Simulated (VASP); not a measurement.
Write the native input for VASP 6.6.1 that does the following.

* Task: single point
* Functional: PBEsol
* Potentials or basis: VASP PAW PBE potentials, release 64 (Cr_pv)
* Cutoff: 520 eV
* k mesh: 11 × 11 × 6
* Occupations: fermi-dirac, width 0.05 eV
* Spin: collinear spin, ferromagnetic start
* Starting moments: [3.0, 3.0] μB
* Dipole correction: no
* Further INCAR settings: ALGO = Normal; EDIFF = 1e-06; NBANDS = 23

The structure of Cr lies in POSCAR:

```
Cr
1.0
    2.7140000000      0.0000000000      0.0000000000
   -1.3570000000      2.3503929459      0.0000000000
    0.0000000000      0.0000000000      4.4100000000
Cr
2
Direct
    0.6666666667      0.3333333333      0.7500000000
    0.3333333333      0.6666666667      0.2500000000
```

These files were run (other wordings do the same):

INCAR

```
PREC     = Accurate       # precision mode
ENCUT    = 520            # plane-wave cutoff, eV
EDIFF    = 1E-6           # SCF threshold, eV
ISMEAR   = -1             # smearing method
SIGMA    = 0.05           # smearing width, eV
LREAL    = False          # projectors in reciprocal space
LASPH    = True           # aspherical terms in the spheres
NELM     = 150            # most SCF steps
ALGO     = Normal         # electronic algorithm
ISIF     = 2              # what is computed and relaxed
LWAVE    = False          # write WAVECAR
LCHARG   = True           # write CHGCAR
ISPIN    = 2              # spin polarisation
MAGMOM   = 3 3            # initial moments
LORBIT   = 11             # projections on sites
LMAXMIX  = 4              # l up to which the mixer works
GGA      = PS             # functional
LELF     = True           # ELF
LVHAR    = True         
NBANDS   = 23             # bands
```

KPOINTS

```
regular mesh
0
Gamma
  11 11 6
```

Potentials or basis: VASP PAW PBE potentials, release 64 (Cr_pv).

Run with:

```sh
$ cat potpaw_PBE.64/Cr_pv/POTCAR > POTCAR
$ mpirun -np 1 vasp_std > vasp.out
```

Results of the run:

```yaml
Pressure: -32.2 GPa
Net_moment: 1.69 μB per cell
Site_moments: Cr +0.78 μB
Valence_electrons_inside_the_program's_atomic_spheres: Cr 10.71
```

Caveat: the PAW data sets were made with another functional, which shifts forces and pressure a little.

Run time: 64 s on 1 thread of Intel(R) Xeon(R) Platinum 8259CL CPU @ 2.50GHz (Skylake/Cascade Lake), on a shared host, peak memory 0.18 GiB.
